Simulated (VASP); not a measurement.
# Fe (Fd-3m) in VASP: further runs

Fe is run at these levels: PBE; tasks: single point.

Program: VASP 6.6.1. These are calculated values, not measurements. Logs are shortened: lines on timing, memory, paths and dates and some standing lists are left out, and cuts for length are marked.

### 1 The cell of the first run

The structure is cubic, space group Fd-3m (No. 227). Conventional cell: a = 4.670 Å, b = 4.670 Å, c = 4.670 Å, α = 90.00°, β = 90.00°, γ = 90.00°. Fe (site symmetry -43m) has 4 Fe at 2.02 Å within 2.7 Å.

### 2 Single point, PBE, collinear spin, ferromagnetic start (volume scaled by 0.88)

The input, INCAR:

```
PREC = Accurate ; ENCUT = 520
EDIFF = 1E-6 ; ISMEAR = -1
SIGMA = 0.05 ; LREAL = False
LASPH = True ; NELM = 150
ALGO = Normal ; ISIF = 2
LWAVE = False ; LCHARG = False
ISPIN = 2 ; MAGMOM = 2.5 2.5
LORBIT = 11 ; LMAXMIX = 4
GGA = PE ; NBANDS = 19
```

The input, KPOINTS:

```
regular mesh
0
Gamma
  13 13 13
```

The input, POSCAR:

```
Fe
1.0
    0.0000000000      2.3350224053      2.3350224053
    2.3350224053      0.0000000000      2.3350224053
    2.3350224053      2.3350224053      0.0000000000
Fe
2
Direct
    0.1250000000      0.1250000000      0.1250000000
    0.8750000000      0.8750000000      0.8750000000
```

Potentials or basis: VASP PAW PBE potentials, release 64 (Fe).

Started as:

```
cat potpaw_PBE.64/Fe/POTCAR > POTCAR
mpirun -np 1 vasp_std > vasp.out
```

OUTCAR:

```text
PREC = Accurate
   ENCUT = 520
   EDIFF = 1E-6
   ISMEAR = -1
   LREAL = False
   LASPH = True
   NELM = 150
   ISIF = 2
   ISPIN = 2
   LORBIT = 11
   GGA = PE

 ion  position               nearest neighbor table
   1  0.125  0.125  0.125-   2 2.02   2 2.02   2 2.02   2 2.02
   2  0.875  0.875  0.875-   1 2.02   1 2.02   1 2.02   1 2.02

  LATTYP: Found a face centered cubic cell.
 ALAT       =     4.6700448106

  Lattice vectors:

 A1 = (   0.0000000000,   2.3350224053,   2.3350224053)
 A2 = (   2.3350224053,   0.0000000000,   2.3350224053)
 A3 = (   2.3350224053,   2.3350224053,   0.0000000000)

Analysis of symmetry for initial positions (statically):
=====================================================================
 Subroutine PRICEL returns:
 Original cell was already a primitive cell.

 Routine SETGRP: Setting up the symmetry group for a
 face centered cubic supercell.

 Subroutine GETGRP returns: Found 48 space group operations
 (whereof 12 operations were pure point group operations)
 out of a pool of 48 trial point group operations.

The static configuration has the point symmetry D_3d.
 The point group associated with its full space group is O_h .

Analysis of symmetry for dynamics (positions and initial velocities):
=====================================================================
 Subroutine PRICEL returns:
 Original cell was already a primitive cell.

 Routine SETGRP: Setting up the symmetry group for a
 face centered cubic supercell.

 Subroutine GETGRP returns: Found 48 space group operations
 (whereof 12 operations were pure point group operations)
 out of a pool of 48 trial point group operations.

The dynamic configuration has the point symmetry D_3d.
 The point group associated with its full space group is O_h .

Analysis of structural, dynamic, and magnetic symmetry:
=====================================================================
 Subroutine PRICEL returns:
 Original cell was already a primitive cell.

 Routine SETGRP: Setting up the symmetry group for a
 face centered cubic supercell.

 Subroutine GETGRP returns: Found 48 space group operations
 (whereof 12 operations were pure point group operations)
 out of a pool of 48 trial point group operations.

The overall configuration has the point symmetry D_3d.
 The point group associated with its full space group is O_h .

 Subroutine INISYM returns: Found 48 space group operations
 (whereof 12 operations are pure point group operations),
 and found     1 'primitive' translations

[... 110 lines left out ...]
   EFERMI_NEDOS =   21; number of points for ismear=-14 and -15
   IALGO  =     38    algorithm
   IMIX   =      4    mixing-type and parameters
     AMIX     =   0.40;   BMIX     =  1.00
     AMIX_MAG =   1.60;   BMIX_MAG =  1.00
  volume/ion in A,a.u.               =      12.73        85.92
  Fermi-wavevector in a.u.,A,eV,Ry     =   1.402212  2.649797 26.751766  1.966199
  Thomas-Fermi vector in A             =   2.524997
   LORBIT       =     11    0 simple, 1 ext, 2 COOP (PROOUT), +10 PAW based schemes
   GGA     = PE    functional components
   LHFCALC =     F    Hartree Fock is set to
   AEXX    =    0.0000 exact exchange contribution
   IVDW    =     0    specifies the selected vdW correction
   LEPSILON=     F    determine dielectric tensor
   LRPA    =     F    only Hartree local field effects (RPA)
 spin polarized calculation
  energy-cutoff  :      520.00
  volume of cell :       25.46
 maximum number of plane-waves:       701
 NGX is ok and might be reduce to    28
   NGX = 13   NGY = 13   NGZ = 13

 number of electron      16.0000003 magnetization       0.0014026

 number of electron      16.0000003 magnetization      -0.0000705

 Free energy of the ion-electron system (eV)
  ---------------------------------------------------
  ext. energy  EPLUGINS =         0.00000000
  ---------------------------------------------------
  free energy    TOTEN  =       -13.79656253 eV

  energy without entropy =      -13.77959384  energy(sigma->0) =      -13.78807818

 E-fermi :   4.7506     XC(G=0): -12.1849

 val. band max:        4.7272291563   @ k =   0.3846   0.3846   0.0000
 cond. band min:       4.7650936114   @ k =   0.3846   0.0000   0.0000
 fundamental gap:      0.0378644551
 Fermi energy:         4.7506226855

 spin component 1

 k-point     1 :       0.0000    0.0000    0.0000
  band No.  band energies     occupation
      1      -2.5276      1.00000
      2       1.4855      1.00000
      3       1.4855      1.00000
      4       1.9482      1.00000
      5       1.9482      1.00000
      6       1.9482      1.00000
[... 517 lines left out ...]
     18      24.6126      0.00000
     19      27.0984      0.00000

 [... further k-points ...]

 spin component 2

 k-point     1 :       0.0000    0.0000    0.0000
  band No.  band energies     occupation
      1      -2.5276      1.00000
      2       1.4854      1.00000
      3       1.4854      1.00000
      4       1.9482      1.00000
      5       1.9482      1.00000
      6       1.9482      1.00000
[... 517 lines left out ...]
     18      24.6126      0.00000
     19      27.0984      0.00000

 [... further k-points ...]
[... 5 lines left out ...]
  --------------------------------------------------------------------------------------
  -------------------------------------------------------------------------------------
  Total        3.6746383      3.6746383      3.6746383     -0.0000000     -0.0000000     -0.0000000
  in kB      231.2182079    231.2182079    231.2182079     -0.0000000     -0.0000000     -0.0000000
  external PRESSURE =     231.2182079 kB  Pullay stress =       0.0000000 kB

 VOLUME and BASIS-vectors are now :
 -----------------------------------------------------------------------------
  energy-cutoff  :      520.00
  volume of cell :       25.46
      direct lattice vectors                 reciprocal lattice vectors
     0.000000000  2.335022405  2.335022405    -0.214130708  0.214130708  0.214130708
     2.335022405  0.000000000  2.335022405     0.214130708 -0.214130708  0.214130708
     2.335022405  2.335022405  0.000000000     0.214130708  0.214130708 -0.214130708

 POSITION                                       TOTAL-FORCE (eV/Angst)
 -----------------------------------------------------------------------------------
      0.58376      0.58376      0.58376         0.000000      0.000000      0.000000
      4.08629      4.08629      4.08629        -0.000000     -0.000000     -0.000000
 -----------------------------------------------------------------------------------
    total drift:                                0.000000     -0.000000     -0.000000

  FREE ENERGIE OF THE ION-ELECTRON SYSTEM (eV)
  ---------------------------------------------------
  free  energy   TOTEN  =       -13.7965625313 eV

  energy  without entropy=      -13.7795938370  energy(sigma->0) =      -13.78807818

 total charge

# of ion       s       p       d       tot
------------------------------------------
    1        0.633   0.517   6.600   7.750
    2        0.633   0.517   6.600   7.750
--------------------------------------------------
tot          1.267   1.034  13.199  15.500

 magnetization (x)

# of ion       s       p       d       tot
------------------------------------------
    1        0.000   0.000  -0.000  -0.000
    2        0.000   0.000  -0.000  -0.000
--------------------------------------------------
tot          0.000   0.000  -0.000  -0.000
```

OSZICAR:

```text
N       E                     dE             d eps       ncg     rms          rms(c)
DAV:   1     0.857495131954E+02    0.85750E+02   -0.69112E+03  6544   0.103E+03
DAV:   2    -0.995923997421E+01   -0.95709E+02   -0.82963E+02  6414   0.202E+02
DAV:   3    -0.137256402595E+02   -0.37664E+01   -0.36253E+01  7125   0.528E+01
DAV:   4    -0.137590641090E+02   -0.33424E-01   -0.33409E-01  7184   0.468E+00
DAV:   5    -0.137594810244E+02   -0.41692E-03   -0.41690E-03  7164   0.492E-01    0.170E+01
DAV:   6    -0.138755935684E+02   -0.11611E+00   -0.39500E+00  7584   0.384E+01    0.226E+00
DAV:   7    -0.138032160439E+02    0.72378E-01   -0.38815E-01  7805   0.119E+01    0.240E+00
DAV:   8    -0.137998879659E+02    0.33281E-02   -0.16490E-02  8785   0.231E+00    0.867E-01
DAV:   9    -0.137971288998E+02    0.27591E-02   -0.22557E-03  8613   0.502E-01    0.319E-01
DAV:  10    -0.137963829816E+02    0.74592E-03   -0.35601E-04  8155   0.196E-01    0.159E-01
DAV:  11    -0.137965667469E+02   -0.18377E-03   -0.16904E-04  8595   0.259E-01    0.434E-02
DAV:  12    -0.137965649791E+02    0.17679E-05   -0.11649E-05  8091   0.442E-02    0.642E-03
DAV:  13    -0.137965639468E+02    0.10322E-05   -0.39263E-07  4127   0.108E-02    0.679E-03
DAV:  14    -0.137965625276E+02    0.14193E-05   -0.19475E-07  3678   0.823E-03    0.815E-04
DAV:  15    -0.137965625313E+02   -0.37483E-08   -0.73975E-08  3570   0.246E-03
   1 F= -.13796563E+02 E0= -.13788078E+02  d E =-.169687E-01  mag=     0.0000
```

It took 90 s on 1 thread of Intel Xeon 6975P-C, shared host; peak memory 0.21 GiB.

What came out:

* Free energy: -13.7966 eV
* Pressure: 23.1 GPa
* Band gap on the k mesh: zero (filled and empty bands overlap)
* Net moment: 0.00 μB per cell
* Valence electrons inside the program's atomic spheres: Fe 7.75

Caveat: the cell differs from its parent crystal (volume scaled by 0.88); the starting moments collapsed, and a magnetic state may lie lower.

### 3 Single point, PBE, collinear spin, antiferromagnetic start (volume scaled by 0.92)

The input, INCAR:

```
SYSTEM = Fe
PREC = Accurate
ENCUT = 520
EDIFF = 1E-6
ISMEAR = -1
SIGMA = 0.05
LREAL = .FALSE.
LASPH = .TRUE.
NELM = 150
ALGO = Normal
ISIF = 2
LWAVE = .FALSE.
LCHARG = .FALSE.
ISPIN = 2
MAGMOM = 2.5 -2.5
LORBIT = 11
LMAXMIX = 4
GGA = PE
NBANDS = 19
```

The input, KPOINTS:

```
Automatic mesh
0
G
  13 13 13
  0 0 0
```

The input, POSCAR:

```
Fe
1.0
    0.0000000000      2.3698783799      2.3698783799
    2.3698783799      0.0000000000      2.3698783799
    2.3698783799      2.3698783799      0.0000000000
Fe
2
Direct
    0.1250000000      0.1250000000      0.1250000000
    0.8750000000      0.8750000000      0.8750000000
```

Potentials or basis: VASP PAW PBE potentials, release 64 (Fe).

Started as:

```
cat potpaw_PBE.64/Fe/POTCAR > POTCAR
mpirun -np 1 vasp_std > vasp.out
```

OUTCAR:

```text
SYSTEM = Fe
   PREC = Accurate
   ENCUT = 520
   EDIFF = 1E-6
   ISMEAR = -1
   LREAL = .FALSE.
   LASPH = .TRUE.
   NELM = 150
   ISIF = 2
   ISPIN = 2
   LORBIT = 11
   GGA = PE

 ion  position               nearest neighbor table
   1  0.125  0.125  0.125-   2 2.05   2 2.05   2 2.05   2 2.05
   2  0.875  0.875  0.875-   1 2.05   1 2.05   1 2.05   1 2.05

  LATTYP: Found a face centered cubic cell.
 ALAT       =     4.7397567598

  Lattice vectors:

 A1 = (   0.0000000000,   2.3698783799,   2.3698783799)
 A2 = (   2.3698783799,   0.0000000000,   2.3698783799)
 A3 = (   2.3698783799,   2.3698783799,   0.0000000000)

Analysis of symmetry for initial positions (statically):
[... 1275 lines left out ...]
  energy-cutoff  :      520.00
  volume of cell :       26.62
      direct lattice vectors                 reciprocal lattice vectors
     0.000000000  2.369878380  2.369878380    -0.210981291  0.210981291  0.210981291
     2.369878380  0.000000000  2.369878380     0.210981291 -0.210981291  0.210981291
     2.369878380  2.369878380  0.000000000     0.210981291  0.210981291 -0.210981291

 POSITION                                       TOTAL-FORCE (eV/Angst)
 -----------------------------------------------------------------------------------
      0.59247      0.59247      0.59247        -0.000000     -0.000000     -0.000000
      4.14729      4.14729      4.14729         0.000000      0.000000      0.000000
 -----------------------------------------------------------------------------------
    total drift:                                0.000000     -0.000000     -0.000000

  FREE ENERGIE OF THE ION-ELECTRON SYSTEM (eV)
  ---------------------------------------------------
  free  energy   TOTEN  =       -13.9260440320 eV

  energy  without entropy=      -13.9078703467  energy(sigma->0) =      -13.91695719

 total charge

# of ion       s       p       d       tot
------------------------------------------
    1        0.616   0.488   6.547   7.651
    2        0.616   0.488   6.547   7.651
--------------------------------------------------
tot          1.232   0.976  13.095  15.303

 magnetization (x)

# of ion       s       p       d       tot
------------------------------------------
    1        0.000   0.000   0.000   0.000
    2       -0.000  -0.000  -0.000  -0.000
--------------------------------------------------
tot          0.000   0.000   0.000   0.000
```

OSZICAR:

```text
N       E                     dE             d eps       ncg     rms          rms(c)
DAV:   1     0.857210175700E+02    0.85721E+02   -0.67545E+03  6496   0.105E+03
DAV:   2    -0.110841764901E+02   -0.96805E+02   -0.83142E+02  6411   0.202E+02
DAV:   3    -0.148241645987E+02   -0.37400E+01   -0.35400E+01  7085   0.522E+01
DAV:   4    -0.148574650498E+02   -0.33300E-01   -0.33281E-01  7305   0.472E+00
DAV:   5    -0.148578910836E+02   -0.42603E-03   -0.42602E-03  7113   0.496E-01    0.147E+01
DAV:   6    -0.139703154292E+02    0.88758E+00   -0.39780E+00  7276   0.431E+01    0.586E+00
DAV:   7    -0.138791686341E+02    0.91147E-01   -0.52396E-01  8204   0.142E+01    0.301E+00
DAV:   8    -0.139120828263E+02   -0.32914E-01   -0.54114E-02 10808   0.442E+00    0.134E+00
DAV:   9    -0.139252585349E+02   -0.13176E-01   -0.34505E-02 10281   0.535E+00    0.261E-01
DAV:  10    -0.139260459210E+02   -0.78739E-03   -0.71686E-03  9642   0.907E-01    0.113E-01
DAV:  11    -0.139260565427E+02   -0.10622E-04   -0.19750E-04  8146   0.218E-01    0.406E-02
DAV:  12    -0.139260487402E+02    0.78025E-05   -0.11191E-05  8681   0.618E-02    0.146E-02
DAV:  13    -0.139260442479E+02    0.44923E-05   -0.20369E-06  5981   0.297E-02    0.554E-03
DAV:  14    -0.139260440320E+02    0.21587E-06   -0.17915E-06  4582   0.169E-02
   1 F= -.13926044E+02 E0= -.13916957E+02  d E =-.181737E-01  mag=    -0.0000
```

It took 94 s on 1 thread of Intel Xeon 6975P-C, shared host; peak memory 0.21 GiB.

Results:

```yaml
Free_energy: -13.9260 eV
Pressure: 13.1 GPa
Band_gap_on_the_k_mesh: zero (filled and empty bands overlap)
Net_moment: 0.00 μB per cell
Valence_electrons_inside_the_program's_atomic_spheres: Fe 7.65
```

Levels at points of the mesh, in eV from the Fermi level:
Spin up:
```tsv
k point	band 5	band 6	band 7	band 8	band 9	band 10	band 11	band 12
(0.00, 0.00, 0.00)	-2.67	-2.67	-0.43	-0.43	-0.43	1.40	1.40	15.13
```
Spin down:
| k point | band 6 | band 7 | band 8 | band 9 | band 10 | band 11 |
| --- | --- | --- | --- | --- | --- | --- |
| (0.00, 0.00, 0.00) | -2.67 | -0.43 | -0.43 | -0.43 | 1.40 | 1.40 |

Caveat: the cell differs from its parent crystal (volume scaled by 0.92); the starting moments collapsed, and a magnetic state may lie lower.

### 4 Single point, PBE, collinear spin, antiferromagnetic start

This run uses another cell than the first one, of 14.47 Å³/atom, 1.136 times its volume.

The input, INCAR:

```
PREC = Accurate ; ENCUT = 520
EDIFF = 1E-6 ; ISMEAR = -1
SIGMA = 0.1 ; LREAL = False
LASPH = True ; NELM = 150
ALGO = Normal ; ISIF = 2
LWAVE = False ; LCHARG = True
ISPIN = 2 ; MAGMOM = 2.5 -2.5
LORBIT = 11 ; LMAXMIX = 4
GGA = PE ; LELF = True
LVHAR = True ; NBANDS = 19
```

The input, KPOINTS:

```
regular mesh
0
Gamma
  6 6 6
```

The input, POSCAR:

```
Fe
1.0
    0.0000000000      2.4366708286      2.4366708286
    2.4366708286      0.0000000000      2.4366708286
    2.4366708286      2.4366708286      0.0000000000
Fe
2
Direct
    0.1250000000      0.1250000000      0.1250000000
    0.8750000000      0.8750000000      0.8750000000
```

Started as:

```
cat potpaw_PBE.64/Fe/POTCAR > POTCAR
mpirun -np 1 vasp_std > vasp.out
```

It took 17 s on 1 thread of AMD EPYC 9R45 (Zen 5), shared host; peak memory 0.14 GiB.

The run converged. Its results:

* Free energy: -14.0321 eV
* Pressure: -1.2 GPa
* Band gap on the k mesh: zero (filled and empty bands overlap)
* Net moment: 0.00 μB per cell
* Valence electrons inside the program's atomic spheres: Fe 7.48

Levels at points of the mesh, in eV from the Fermi level:
Spin up:
```csv
k point,band 4,band 5,band 6,band 7,band 8,band 9,band 10,band 11,band 12,band 13
"(0.00, 0.00, 0.00)",-2.45,-2.45,-2.45,-0.41,-0.41,-0.41,1.22,1.22,14.27,14.27
"(0.50, 0.00, 0.00)",-2.61,-2.47,-2.47,-1.09,0.16,0.16,0.97,0.97,2.47,10.72
"(0.50, 0.50, 0.00)",-2.39,-1.39,-1.39,-0.74,-0.74,1.17,1.17,2.72,2.72,5.42
```
Spin down:
```tsv
k point	band 6	band 7	band 8	band 9	band 10	band 11
(0.00, 0.00, 0.00)	-2.45	-0.41	-0.41	-0.41	1.22	1.22
(0.50, 0.00, 0.00)	-2.47	-1.09	0.16	0.16	0.97	0.97
(0.50, 0.50, 0.00)	-1.39	-0.74	-0.74	1.17	1.17	2.72
```

Caveat: the k points lie up to 0.37 Å⁻¹ apart; the starting moments collapsed, and a magnetic state may lie lower.

### 5 Single point, PBE, collinear spin, ferromagnetic start (volume scaled by 0.92)

The input, INCAR:

```
PREC = Accurate ; ENCUT = 520
EDIFF = 1E-6 ; ISMEAR = -1
SIGMA = 0.05 ; LREAL = False
LASPH = True ; NELM = 150
ALGO = Normal ; ISIF = 2
LWAVE = False ; LCHARG = False
ISPIN = 2 ; MAGMOM = 2.5 2.5
LORBIT = 11 ; LMAXMIX = 4
GGA = PE ; NBANDS = 19
```

The input, KPOINTS:

```
regular mesh
0
Gamma
  13 13 13
```

The input, POSCAR:

```
Fe
1.0
    0.0000000000      2.3698786248      2.3698786248
    2.3698786248      0.0000000000      2.3698786248
    2.3698786248      2.3698786248      0.0000000000
Fe
2
Direct
    0.1250000000      0.1250000000      0.1250000000
    0.8750000000      0.8750000000      0.8750000000
```

Started as:

```
cat potpaw_PBE.64/Fe/POTCAR > POTCAR
mpirun -np 1 vasp_std > vasp.out
```

Run time: 59 s. Hardware: 1 thread of AMD EPYC 9R45 (Zen 5), shared host; peak memory 0.18 GiB.

It converged, with:

| Quantity | Value |
| --- | --- |
| Free energy | -13.9260 eV |
| Pressure | 13.1 GPa |
| Band gap on the k mesh | zero (filled and empty bands overlap) |
| Net moment | 0.00 μB per cell |
| Valence electrons inside the program's atomic spheres | Fe 7.65 |

Levels at points of the mesh, in eV from the Fermi level:
Spin up:
```tsv
k point	band 5	band 6	band 7	band 8	band 9	band 10	band 11	band 12
(0.00, 0.00, 0.00)	-2.67	-2.67	-0.43	-0.43	-0.43	1.40	1.40	15.13
```
Spin down:
| k point | band 4 | band 5 | band 6 | band 7 | band 8 | band 9 | band 10 | band 11 | band 12 | band 13 |
| --- | --- | --- | --- | --- | --- | --- | --- | --- | --- | --- |
| (0.00, 0.00, 0.00) | -2.67 | -2.67 | -2.67 | -0.43 | -0.43 | -0.43 | 1.40 | 1.40 | 15.13 | 15.13 |

Caveat: the cell differs from its parent crystal (volume scaled by 0.92); the starting moments collapsed, and a magnetic state may lie lower.

### 6 Single point, PBE, collinear spin, antiferromagnetic start (volume scaled by 0.96)

The input, INCAR:

```
ALGO = Normal
EDIFF = 1E-6
ENCUT = 520
GGA = PE
ISIF = 2
ISMEAR = -1
ISPIN = 2
LASPH = True
LCHARG = False
LMAXMIX = 4
LORBIT = 11
LREAL = False
LWAVE = False
MAGMOM = 2.5 -2.5
NBANDS = 19
NELM = 150
PREC = Accurate
SIGMA = 0.05
```

The input, KPOINTS:

```
k-points
0
Gamma
  13 13 13
```

The input, POSCAR:

```
Fe
1.0
    0.0000000000      2.4037383600      2.4037383600
    2.4037383600      0.0000000000      2.4037383600
    2.4037383600      2.4037383600      0.0000000000
Fe
2
Direct
    0.1250000000      0.1250000000      0.1250000000
    0.8750000000      0.8750000000      0.8750000000
```

Potentials or basis: VASP PAW PBE potentials, release 64 (Fe).

Started as:

```
cat potpaw_PBE.64/Fe/POTCAR > POTCAR
mpirun -np 1 vasp_std > vasp.out
```

Wall time 65 s (1 thread of AMD EPYC 9R45 (Zen 5), shared host); peak memory 0.18 GiB.

Results (log left out):

* Free energy: -13.9905 eV
* Pressure: 5.1 GPa
* Band gap on the k mesh: zero (filled and empty bands overlap)
* Net moment: 0.00 μB per cell
* Valence electrons inside the program's atomic spheres: Fe 7.56

Levels at points of the mesh, in eV from the Fermi level:
Spin up:
```csv
k point,band 6,band 7,band 8,band 9,band 10,band 11
"(0.00, 0.00, 0.00)",-2.55,-0.41,-0.41,-0.41,1.31,1.31
```
Spin down:
```
           k point  band 4  band 5  band 6  band 7  band 8  band 9  band 10  band 11  band 12  band 13
(0.00, 0.00, 0.00)   -2.55   -2.55   -2.55   -0.41   -0.41   -0.41     1.31     1.31    14.70    14.70
```

Caveat: the cell differs from its parent crystal (volume scaled by 0.96); the starting moments collapsed, and a magnetic state may lie lower.
